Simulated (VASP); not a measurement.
A run of VASP 6.6.1 is set up as follows.

The input INCAR:

```
SYSTEM = CdCo3B
PREC     = Accurate       ! precision mode
ENCUT    = 520            ! plane-wave cutoff, eV
EDIFF    = 1E-6           ! SCF threshold, eV
ISMEAR   = 0              ! smearing method
SIGMA    = 0.1            ! smearing width, eV
LREAL    = .False.        ! projectors in reciprocal space
LASPH    = .True.         ! aspherical terms in the spheres
NELM     = 80             ! most SCF steps
ALGO     = Normal         ! electronic algorithm
ISIF     = 2              ! what is computed and relaxed
LWAVE    = .False.        ! write WAVECAR
LCHARG   = .False.        ! write CHGCAR
GGA      = PE             ! functional
NBANDS   = 29             ! bands
```

The input KPOINTS:

```
regular mesh
0
Gamma
  10 10 10
  0 0 0
```

The input POSCAR:

```
CdCo3B
1.0
    3.8875643758      0.0000000000      0.0000000000
    0.0000000000      3.8875643758      0.0000000000
    0.0000000000      0.0000000000      3.8875643758
Cd B Co
1 1 3
Direct
    0.0000000000      0.0000000000      0.0000000000
    0.5000000000      0.5000000000      0.5000000000
    0.5000000000      0.5000000000      0.0000000000
    0.5000000000      0.0000000000      0.5000000000
    0.0000000000      0.5000000000      0.5000000000
```

Potentials or basis: VASP PAW PBE potentials, release 64 (Cd, B, Co).

The run is started by

```sh
$ cat potpaw_PBE.64/Cd/POTCAR potpaw_PBE.64/B/POTCAR potpaw_PBE.64/Co/POTCAR > POTCAR
$ mpirun -np 1 vasp_std > vasp.out
```

(1) Estimate the band gap on the k mesh.

(2) What does it give for the pressure?

## Answers

(1) zero (bands 21 and 22 overlap by 0.28 eV).

(2) -0.9 GPa.

Caveat: the run has no spin polarisation, though such a crystal can be magnetic.
